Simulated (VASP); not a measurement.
# ZnO (P6_3mc) in VASP: notebook, part 2 of 2

VASP 6.6.1. The steps go on from the part before.

## 3. Single point, r2SCAN (strain +0.025 along x and y, +0.025 along z)

POSCAR

```
ZnO
1.0
    3.3306336920      0.0000000000      0.0000000000
   -1.6653168460      2.8844133880      0.0000000000
    0.0000000000      0.0000000000      5.3338950000
Zn O
2 2
Direct
    0.3333333333      0.6666666667      0.0000000000
    0.6666666667      0.3333333333      0.5000000000
    0.3333333333      0.6666666667      0.3821000000
    0.6666666667      0.3333333333      0.8821000000
```

INCAR.step1

```
ALGO = Normal ; EDIFF = 1E-4
ENCUT = 520 ; GGA = PE
ISMEAR = 0 ; LASPH = True
LCHARG = False ; LREAL = False
LWAVE = True ; NBANDS = 26
NELM = 60 ; PREC = Accurate
SIGMA = 0.05
```

INCAR.step2

```
ALGO = Normal ; EDIFF = 1E-6
ENCUT = 520 ; ISIF = 2
ISMEAR = 0 ; ISTART = 1
LASPH = True ; LCHARG = False
LMIXTAU = True ; LREAL = False
LWAVE = False ; METAGGA = R2SCAN
NBANDS = 26 ; NELM = 60
PREC = Accurate ; SIGMA = 0.05
```

KPOINTS

```
k-points
0
Gamma
  12 12 6
```

Potentials or basis: VASP PAW PBE potentials, release 64 (Zn, O).

Launch:

```sh
$ cat potpaw_PBE.64/Zn/POTCAR potpaw_PBE.64/O/POTCAR > POTCAR
$ cp INCAR.step1 INCAR
$ mpirun -np 1 vasp_std > vasp.out
$ cp INCAR.step2 INCAR
$ mpirun -np 1 vasp_std > vasp.out
```

OUTCAR:

```text
EDIFF = 1E-6
   ENCUT = 520
   ISIF = 2
   ISMEAR = 0
   ISTART = 1
   LASPH = True
   LREAL = False
   METAGGA = R2SCAN
   NELM = 60
   PREC = Accurate

 ion  position               nearest neighbor table
   1  0.333  0.667  0.000-   4 2.02   4 2.02   4 2.02   3 2.04
   2  0.667  0.333  0.500-   3 2.02   3 2.02   3 2.02   4 2.04
   3  0.333  0.667  0.382-   2 2.02   2 2.02   2 2.02   1 2.04
   4  0.667  0.333  0.882-   1 2.02   1 2.02   1 2.02   2 2.04

  LATTYP: Found a hexagonal cell.
 ALAT       =     3.3306336920
 C/A-ratio  =     1.6014655147

  Lattice vectors:

 A1 = (   3.3306336920,   0.0000000000,   0.0000000000)
 A2 = (  -1.6653168460,   2.8844133880,   0.0000000000)
 A3 = (   0.0000000000,   0.0000000000,   5.3338950000)

Analysis of symmetry for initial positions (statically):
=====================================================================
 Subroutine PRICEL returns:
 Original cell was already a primitive cell.

 Routine SETGRP: Setting up the symmetry group for a
 hexagonal supercell.

 Subroutine GETGRP returns: Found 12 space group operations
[... 170 lines left out ...]
  energy without entropy =      -36.20128606  energy(sigma->0) =      -36.20128606

 E-fermi :   0.4482     XC(G=0): -11.2392

 val. band max:        0.2025319927   @ k =   0.0000   0.0000   0.0000
 cond. band min:       1.3155859747   @ k =   0.0000   0.0000   0.0000
 fundamental gap:      1.1130539820
 Fermi energy:         0.4482103614

 k-point     1 :       0.0000    0.0000    0.0000
  band No.  band energies     occupation
      1     -18.2999      2.00000
      2     -17.7111      2.00000
      3      -5.2903      2.00000
      4      -5.2902      2.00000
      5      -5.2163      2.00000
      6      -5.1149      2.00000
[... 685 lines left out ...]
     25      14.0293      0.00000
     26      14.5591      0.00000

 [... further k-points ...]

------------------------ aborting loop because EDIFF is reached ----------------------------------------

  FORCE on cell =-STRESS in cart. coord.  units (eV):
  Direction    XX          YY          ZZ          XY          YZ          ZX
  --------------------------------------------------------------------------------------
  -------------------------------------------------------------------------------------
  Total       -3.0573310     -3.0573310     -2.9468696      0.0000000      0.0000000      0.0000000
  in kB      -95.5925839    -95.5925839    -92.1388240      0.0000000      0.0000000      0.0000000
  external PRESSURE =     -94.4413306 kB  Pullay stress =       0.0000000 kB

 VOLUME and BASIS-vectors are now :
 -----------------------------------------------------------------------------
  energy-cutoff  :      520.00
  volume of cell :       51.24
      direct lattice vectors                 reciprocal lattice vectors
     3.330633692  0.000000000  0.000000000     0.300243165  0.173345472  0.000000000
    -1.665316846  2.884413388  0.000000000     0.000000000  0.346690944  0.000000000
     0.000000000  0.000000000  5.333895000     0.000000000  0.000000000  0.187480256

 POSITION                                       TOTAL-FORCE (eV/Angst)
 -----------------------------------------------------------------------------------
     -0.00000      1.92294      0.00000        -0.000000      0.000000      0.022774
      1.66532      0.96147      2.66695         0.000000      0.000000      0.022774
     -0.00000      1.92294      2.03808         0.000000     -0.000000     -0.022774
      1.66532      0.96147      4.70503         0.000000      0.000000     -0.022774
 -----------------------------------------------------------------------------------
    total drift:                                0.000000      0.000001     -0.037078

  FREE ENERGIE OF THE ION-ELECTRON SYSTEM (eV)
  ---------------------------------------------------
  free  energy   TOTEN  =       -36.2012860587 eV

  energy  without entropy=      -36.2012860587  energy(sigma->0) =      -36.20128606
```

OUTCAR.step1:

```text
EDIFF = 1E-4
   ENCUT = 520
   GGA = PE
   ISMEAR = 0
[... 928 lines left out ...]
     -0.00000      1.92294      0.00000         0.000000      0.000000      0.031542
      1.66532      0.96147      2.66695        -0.000000      0.000000      0.031542
     -0.00000      1.92294      2.03808         0.000000      0.000000     -0.031542
      1.66532      0.96147      4.70503         0.000000      0.000000     -0.031542
 -----------------------------------------------------------------------------------
    total drift:                               -0.000000      0.000000     -0.000520

  FREE ENERGIE OF THE ION-ELECTRON SYSTEM (eV)
  ---------------------------------------------------
  free  energy   TOTEN  =       -17.8430925751 eV

  energy  without entropy=      -17.8430925751  energy(sigma->0) =      -17.84309258
```

OSZICAR.step1:

```text
N       E                     dE             d eps       ncg     rms          rms(c)
DAV:   1     0.294430152174E+03    0.29443E+03   -0.18139E+04  3976   0.196E+03
DAV:   2     0.118521066973E+02   -0.28258E+03   -0.26520E+03  4184   0.405E+02
DAV:   3    -0.204199297138E+02   -0.32272E+02   -0.31832E+02  4338   0.139E+02
DAV:   4    -0.210953806137E+02   -0.67545E+00   -0.67352E+00  4352   0.206E+01
DAV:   5    -0.210988762301E+02   -0.34956E-02   -0.34954E-02  4272   0.154E+00    0.134E+01
DAV:   6    -0.176911794500E+02    0.34077E+01   -0.69398E+00  6332   0.639E+01    0.797E+00
DAV:   7    -0.178833239735E+02   -0.19214E+00   -0.29467E+00  4128   0.174E+01    0.483E+00
DAV:   8    -0.178898765861E+02   -0.65526E-02   -0.53338E-01  5258   0.712E+00    0.162E+00
DAV:   9    -0.178408583427E+02    0.49018E-01   -0.10333E-01  5708   0.629E+00    0.302E-01
DAV:  10    -0.178429415944E+02   -0.20833E-02   -0.31771E-02  4018   0.142E+00    0.114E-01
DAV:  11    -0.178431266104E+02   -0.18502E-03   -0.11158E-03  4396   0.784E-01    0.702E-02
DAV:  12    -0.178430925751E+02    0.34035E-04   -0.26373E-04  3352   0.494E-01
   1 F= -.17843093E+02 E0= -.17843093E+02  d E =-.265720E-18
```

It took 2.9 min on 1 thread of Intel Xeon 6975P-C (Granite Rapids), shared host; peak memory 0.23 GiB.

Results:

```yaml
Free_energy: -36.2013 eV
Pressure: -9.4 GPa
Largest_force: 0.023 eV/Å
Band_gap_on_the_k_mesh: 1.11 eV
```

Forces in eV/Å, atoms in the order of the input:
```
Zn   0.000  0.000  0.023
Zn   0.000  0.000  0.023
O    0.000  0.000 -0.023
O    0.000  0.000 -0.023
```

Caveat: the cell differs from its parent crystal (strain +0.025 along x and y, +0.025 along z); the cell stands under tension; the PAW data sets were made with another functional, which shifts forces and pressure a little.

## 4. Single point, r2SCAN (strain +0.050 along x and y, +0.000 along z)

POSCAR

```
ZnO
1.0
    3.4118686601      0.0000000000      0.0000000000
   -1.7059343300      2.9547649340      0.0000000000
    0.0000000000      0.0000000000      5.2038000000
Zn O
2 2
Direct
    0.3333333333      0.6666666667      0.0000000000
    0.6666666667      0.3333333333      0.5000000000
    0.3333333333      0.6666666667      0.3821000000
    0.6666666667      0.3333333333      0.8821000000
```

INCAR.step1

```
  ALGO = Normal
  EDIFF = 1E-4
  ENCUT = 520
  GGA = PE
  ISMEAR = 0
  LASPH = T
  LCHARG = F
  LREAL = F
  LWAVE = T
  NBANDS = 26
  NELM = 80
  PREC = Accurate
  SIGMA = 0.05
```

INCAR.step2

```
  ALGO = Normal
  EDIFF = 1E-7
  ENCUT = 520
  ISIF = 2
  ISMEAR = 0
  ISTART = 1
  LASPH = T
  LCHARG = F
  LMIXTAU = T
  LREAL = F
  LWAVE = F
  METAGGA = R2SCAN
  NBANDS = 26
  NELM = 80
  PREC = Accurate
  SIGMA = 0.05
```

KPOINTS is that of step 3.

Potentials or basis: VASP PAW PBE potentials, release 64 (Zn, O).

Launch:

```sh
$ cat potpaw_PBE.64/Zn/POTCAR potpaw_PBE.64/O/POTCAR > POTCAR
$ cp INCAR.step1 INCAR
$ mpirun -np 1 vasp_std > vasp.out
$ cp INCAR.step2 INCAR
$ mpirun -np 1 vasp_std > vasp.out
```

OUTCAR:

```text
EDIFF = 1E-7
   ENCUT = 520
   ISIF = 2
   ISMEAR = 0
   ISTART = 1
   LASPH = T
   LREAL = F
   METAGGA = R2SCAN
   NELM = 80
   PREC = Accurate

 ion  position               nearest neighbor table
   1  0.333  0.667  0.000-   3 1.99   4 2.06   4 2.06   4 2.06
   2  0.667  0.333  0.500-   4 1.99   3 2.06   3 2.06   3 2.06
   3  0.333  0.667  0.382-   1 1.99   2 2.06   2 2.06   2 2.06
   4  0.667  0.333  0.882-   2 1.99   1 2.06   1 2.06   1 2.06

[... 897 lines left out ...]

  FORCE on cell =-STRESS in cart. coord.  units (eV):
  Direction    XX          YY          ZZ          XY          YZ          ZX
  --------------------------------------------------------------------------------------
  -------------------------------------------------------------------------------------
  Total       -4.7559667     -4.7559667     -1.8691205     -0.0000000      0.0000000      0.0000000
  in kB     -145.2491344   -145.2491344    -57.0836920     -0.0000000      0.0000000      0.0000000
  external PRESSURE =    -115.8606536 kB  Pullay stress =       0.0000000 kB

 VOLUME and BASIS-vectors are now :
 -----------------------------------------------------------------------------
  energy-cutoff  :      520.00
  volume of cell :       52.46
      direct lattice vectors                 reciprocal lattice vectors
     3.411868660  0.000000000  0.000000000     0.293094518  0.169218199  0.000000000
    -1.705934330  2.954764934  0.000000000     0.000000000  0.338436398  0.000000000
     0.000000000  0.000000000  5.203800000     0.000000000  0.000000000  0.192167262

 POSITION                                       TOTAL-FORCE (eV/Angst)
 -----------------------------------------------------------------------------------
     -0.00000      1.96984      0.00000        -0.000000      0.000000     -0.255912
      1.70593      0.98492      2.60190         0.000000      0.000000     -0.255912
     -0.00000      1.96984      1.98837         0.000000     -0.000000      0.255912
      1.70593      0.98492      4.59027         0.000000      0.000000      0.255912
 -----------------------------------------------------------------------------------
    total drift:                               -0.000000      0.000000     -0.080736

  FREE ENERGIE OF THE ION-ELECTRON SYSTEM (eV)
  ---------------------------------------------------
  free  energy   TOTEN  =       -36.0713522101 eV

  energy  without entropy=      -36.0713522101  energy(sigma->0) =      -36.07135221
```

OUTCAR.step1:

```text
EDIFF = 1E-4
   ENCUT = 520
   GGA = PE
   ISMEAR = 0
[... 928 lines left out ...]
     -0.00000      1.96984      0.00000         0.000000     -0.000000     -0.271733
      1.70593      0.98492      2.60190         0.000000      0.000000     -0.271733
     -0.00000      1.96984      1.98837        -0.000000      0.000000      0.271733
      1.70593      0.98492      4.59027         0.000000      0.000000      0.271733
 -----------------------------------------------------------------------------------
    total drift:                               -0.000000     -0.000000     -0.000250

  FREE ENERGIE OF THE ION-ELECTRON SYSTEM (eV)
  ---------------------------------------------------
  free  energy   TOTEN  =       -17.7562751054 eV

  energy  without entropy=      -17.7562751054  energy(sigma->0) =      -17.75627511
```

OSZICAR.step1:

```text
N       E                     dE             d eps       ncg     rms          rms(c)
DAV:   1     0.294494476386E+03    0.29449E+03   -0.18185E+04  3976   0.195E+03
DAV:   2     0.117228904346E+02   -0.28277E+03   -0.26461E+03  4252   0.402E+02
DAV:   3    -0.203556686246E+02   -0.32079E+02   -0.31630E+02  4292   0.138E+02
DAV:   4    -0.210332956275E+02   -0.67763E+00   -0.67585E+00  4424   0.206E+01
DAV:   5    -0.210367408633E+02   -0.34452E-02   -0.34450E-02  4246   0.151E+00    0.132E+01
DAV:   6    -0.176119871875E+02    0.34248E+01   -0.70388E+00  6394   0.649E+01    0.773E+00
DAV:   7    -0.177975649524E+02   -0.18558E+00   -0.29682E+00  4178   0.175E+01    0.468E+00
DAV:   8    -0.178025467628E+02   -0.49818E-02   -0.54227E-01  5220   0.701E+00    0.160E+00
DAV:   9    -0.177540955984E+02    0.48451E-01   -0.10161E-01  5668   0.617E+00    0.299E-01
DAV:  10    -0.177560940924E+02   -0.19985E-02   -0.30180E-02  4004   0.143E+00    0.109E-01
DAV:  11    -0.177563181655E+02   -0.22407E-03   -0.12510E-03  4394   0.846E-01    0.765E-02
DAV:  12    -0.177562751054E+02    0.43060E-04   -0.31422E-04  3824   0.518E-01
   1 F= -.17756275E+02 E0= -.17756275E+02  d E =-.111510E-15
```

Run time: 3.4 min. Hardware: 1 thread of Intel Xeon 6975P-C (Granite Rapids), shared host; peak memory 0.23 GiB.

Results:

| Item | Value |
| --- | --- |
| Free energy | -36.0714 eV |
| Pressure | -11.6 GPa |
| Largest force | 0.256 eV/Å |
| Band gap on the k mesh | 1.09 eV |

Forces on the atoms (eV/Å):
```
Zn   0.000  0.000 -0.256
Zn   0.000  0.000 -0.256
O    0.000  0.000  0.256
O    0.000  0.000  0.256
```

Levels at points of the mesh, in eV from the valence-band top:
| k point | band 15 | band 16 | band 17 | band 18 | band 19 | band 20 | band 21 | band 22 |
| --- | --- | --- | --- | --- | --- | --- | --- | --- |
| (0.00, 0.00, 0.00) | -0.83 | -0.03 | -0.03 | 0.00 | 1.09 | 5.32 | 8.93 | 12.73 |
| (0.50, 0.00, 0.00) | -2.54 | -2.13 | -1.09 | -0.70 | 5.89 | 7.11 | 8.30 | 8.30 |
| (0.00, 0.00, 0.50) | -0.42 | -0.42 | -0.42 | -0.42 | 3.74 | 3.74 | 10.78 | 10.78 |
| (0.50, 0.00, 0.50) | -1.37 | -1.37 | -1.05 | -1.05 | 6.12 | 6.12 | 8.48 | 8.48 |

Caveat: the cell differs from its parent crystal (strain +0.050 along x and y, +0.000 along z); the stress differs along the axes, from -15 to -6 GPa; the PAW data sets were made with another functional, which shifts forces and pressure a little.

## 5. Overview

| cell | gap on the mesh (eV) | pressure (GPa) | largest force (eV/Å) |
| --- | --- | --- | --- |
| a = 3.412, b = 3.412, c = 4.944 Å, angles 90.0, 90.0, 120.0°, 4 atoms | 1.16 | -4.6 | 1.01 |
| a = 3.331, b = 3.331, c = 5.334 Å, angles 90.0, 90.0, 120.0°, 4 atoms | 1.11 | -9.4 | 0.02 |
| a = 3.412, b = 3.412, c = 5.204 Å, angles 90.0, 90.0, 120.0°, 4 atoms | 1.09 | -11.6 | 0.26 |

Alike in all rows: task single point; level r2SCAN; potentials or basis VASP PAW PBE potentials, release 64 (Zn, O); no spin polarisation; k mesh 12 × 12 × 6; cutoff (eV) 520; smearing gaussian 0.05 eV.

Caveats: the PAW data sets were made with another functional, which shifts forces and pressure a little; the stress differs along the axes, from -12 to 10 GPa (at least some runs); the cell stands under tension (at least some runs); the stress differs along the axes, from -15 to -6 GPa (at least some runs).

Total energies depend on the potentials used, so only differences within one code and one set of settings carry meaning.
